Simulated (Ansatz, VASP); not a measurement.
# Al: VASP beside Ansatz

File INCAR:

```
SYSTEM = Al
ALGO = Fast
EDIFF = 1E-7
ENCUT = 520
GGA = PE
ISIF = 2
ISMEAR = 0
LASPH = .TRUE.
LCHARG = .TRUE.
LELF = .TRUE.
LREAL = .FALSE.
LVHAR = .TRUE.
LWAVE = .FALSE.
NBANDS = 10
NELM = 100
PREC = Accurate
SIGMA = 0.15
```

The input KPOINTS:

```
k-points
0
G
  20 20 12
  0 0 0
```

File POSCAR:

```
Al
1.0
   -1.6175102401      1.6175102401      1.6175102401
    1.6175102401     -1.6175102401      1.6175102401
    3.2350204801      3.2350204801      0.0000000000
Al
2
Direct
    0.0881839027     -0.1072255132      0.0000000000
    0.4118160973      0.6072255132      0.5000000000
```

Input for Ansatz:

```yaml
crystal:
  lattice:
    - [-1.6175102401, 1.6175102401, 1.6175102401]
    - [1.6175102401, -1.6175102401, 1.6175102401]
    - [3.2350204801, 3.2350204801, 0.0]
  atoms:
    - { symbol: Al, position: [0.0881839027, -0.1072255132, 0.0] }
    - { symbol: Al, position: [0.4118160973, 0.6072255132, 0.5] }
basis:
  ecutwfc: 420
kpoints:
  mp_grid: { grid: [20, 20, 12] }
hamiltonian:
  xc: pbe
scf:
  occupations: { method: gaussian, width: 0.15 }
output:
  forces: true
  stress: true
  eigenvalues: true
```

Change from the starting cell: mode 1 frozen in at -0.447 Å and mode 5 at -0.031 Å (largest displacements).

Alike in both runs: task single point; functional PBE; k mesh 20 × 20 × 12; occupations gaussian, width 0.15 eV; no spin polarisation.

```csv
,VASP,Ansatz
version,VASP 6.6.1,Ansatz 0.2.0
potentials or method,"VASP PAW PBE potentials, release 64 (Al), cutoff 520 eV","scalar-relativistic, plane waves, PAW"
valence electrons in the cell,6,6
```

```tsv
	VASP	Ansatz	Ansatz less VASP
gap on the k mesh at the Fermi level (eV)	none	none	-
pressure (GPa)	1.5	1.5	+0.03
traceless stress, the component that is largest in VASP (GPa)	-4.32	-4.34	-0.019
rms of the force components (eV/Å)	0.203	0.204	+0.0006
```

Atom by atom the forces differ by 0.001 eV/Å (rms over components). A gap of «none» marks a metal or a gap that the smearing closes.
